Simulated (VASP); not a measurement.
A run of VASP 6.6.1 is set up as follows.

INCAR

```
SYSTEM = BP
ALGO = Normal
EDIFF = 1E-7
ENCUT = 520
GGA = PE
ISIF = 2
ISMEAR = 0
LASPH = .True.
LCHARG = .True.
LELF = .True.
LREAL = .False.
LVHAR = .True.
LWAVE = .False.
NBANDS = 11
NELM = 80
PREC = Accurate
SIGMA = 0.05
```

The input KPOINTS:

```
k-points
0
Gamma
  10 10 10
  0 0 0
```

File POSCAR:

```
BP
1.0
    0.0000000000      2.3423764181      2.2741518622
    2.2741518622      0.0000000000      2.2741518622
    2.2741518622      2.3423764181      0.0000000000
B P
1 1
Direct
    0.0000000000      0.0000000000      0.0000000000
    0.7500000000      0.7500000000      0.7500000000
```

Potentials or basis: VASP PAW PBE potentials, release 64 (B, P).

Launch:

```console
$ cat potpaw_PBE.64/B/POTCAR potpaw_PBE.64/P/POTCAR > POTCAR
$ mpirun -np 1 vasp_std > vasp.out
```

Task: What does it give for the pressure?

Result: -4.7 GPa.

Task: Estimate the band gap on the k mesh.

Result: 1.07 eV, indirect (least direct gap 3.20 eV).

Stress tensor (GPa, compression positive):
```
 -2.06   0.00   0.00
  0.00 -10.04   0.00
  0.00   0.00  -2.06
```

Caveat: the cell differs from its parent crystal (strain +0.0300 x Voigt [0, 1, 0, 0, 0, 0]). A k mesh can miss the band edges.
